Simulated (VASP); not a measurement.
**BaS: electric field gradients with LDA**

The system is BaS.

```
CELL_PARAMETERS angstrom
0.06388 3.22569 3.22569
3.22569 0.06388 3.22569
3.22569 3.22569 0.06388
ATOMIC_POSITIONS crystal
Ba 0.00000 0.00000 0.00000
S 0.50000 0.50000 0.50000
```

This cell differs from its parent crystal: equal xy, yz and zx shear strains of +2 %.

- Program: VASP 6.6.1
- Task: electric field gradients
- Functional: LDA
- Potentials or basis: VASP PAW LDA potentials, release 64 (Ba_sv, S)
- Cutoff: 520 eV
- k mesh: 7 × 7 × 7
- Occupations: fermi-dirac, width 0.01 eV
- Spin: no spin polarisation
- Dipole correction: no
- Further INCAR settings: ALGO = Normal; EDIFF = 1e-08; NBANDS = 15

| Quantity | Value |
| --- | --- |
| Pressure | -1.8 GPa |
| Band gap on the k mesh | 1.93 eV, indirect (least direct gap 2.08 eV) |

Stress tensor (GPa, compression positive):
```
-1.85 -0.41 -0.41
-0.41 -1.85 -0.41
-0.41 -0.41 -1.85
```

Levels at points of the mesh, in eV from the valence-band top:
```
           k point  band 5  band 6  band 7  band 8  band 9  band 10  band 11  band 12
(0.00, 0.00, 0.00)  -10.34   -0.07    0.00    0.00    3.24     3.56     3.75     3.75
```

Electric field gradients, principal values (V/Å²):
| atom | least | middle | greatest (by size) |
| --- | --- | --- | --- |
| 1 Ba | 6.994 | 6.994 | -13.989 |
| 2 S | -1.526 | -1.526 | 3.053 |

Run time: 34 s on 1 thread of Intel(R) Xeon(R) Platinum 8375C CPU @ 2.90GHz (Ice Lake) (shared host), peak memory 0.18 GiB.

Caveat: the cell differs from its parent crystal (equal xy, yz and zx shear strains of +2 %); without QUAD_EFG the Cq values of the log hold for a quadrupole moment of 1 mb, not for the nuclei; spin-orbit coupling is left out, which moves the levels of the heavy elements. A k mesh can miss the band edges.
